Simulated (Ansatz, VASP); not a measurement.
## Two plane-wave programs on Au

The input INCAR:

```
SYSTEM = Au
  ALGO = Normal
  EDIFF = 1E-7
  ENCUT = 520
  GGA = RP
  ISIF = 2
  ISMEAR = -1
  LASPH = .TRUE.
  LCHARG = .FALSE.
  LREAL = .FALSE.
  LWAVE = .FALSE.
  NBANDS = 12
  NELM = 60
  PREC = Accurate
  SIGMA = 0.1
```

File KPOINTS:

```
k-points
0
G
  15 15 15
  0 0 0
```

POSCAR

```
Au
1.0
   -1.6221121795      1.6221121795      1.6221121795
    1.6221121795     -1.6221121795      1.6221121795
    1.6221121795      1.6221121795     -1.6221121795
Au
1
Direct
    0.0000000000      0.0000000000      0.0000000000
```

Input for Ansatz:

```yaml
crystal:
  lattice:
    - [-1.6221121795, 1.6221121795, 1.6221121795]
    - [1.6221121795, -1.6221121795, 1.6221121795]
    - [1.6221121795, 1.6221121795, -1.6221121795]
  atoms:
    - { symbol: Au, position: [0.0, 0.0, 0.0] }
hamiltonian:
  xc: rpbe
  pseudopotentials:
    kind: paw
    azcp:
      Au: "pseudopotentials/Au.paw.azcp"
basis:
  ecutwfc: 420
  fft_grid_basis: typed
kpoints:
  mp_grid: { grid: [15, 15, 15], shift: [0, 0, 0] }
magnetization:
  spin_polarized: false
scf:
  occupations: { method: fermi_dirac, width: 0.1 }
  lower_state_search: "off"
output:
  stress: true
```

Alike in both runs: task single point; functional RPBE; k mesh 15 × 15 × 15; occupations fermi-dirac, width 0.1 eV; no spin polarisation.

```csv
,VASP,Ansatz
version,VASP 6.6.1,Ansatz 0.2.0
potentials or method,"VASP PAW PBE potentials, release 64 (Au), cutoff 520 eV","plane waves (420 eV) with PAW, scalar-relativistic"
valence electrons in the cell,11,19
```

|  | VASP | Ansatz | Ansatz less VASP |
| --- | --- | --- | --- |
| pressure (GPa) | 12.7 | 13.1 | +0.31 |

VASP's potentials were made for PBE, not for RPBE. VASP's potentials hold 11 valence electrons a cell and Ansatz's 19, so a difference there can come from the potentials and not from the codes.

Neither program's run includes spin-orbit coupling.
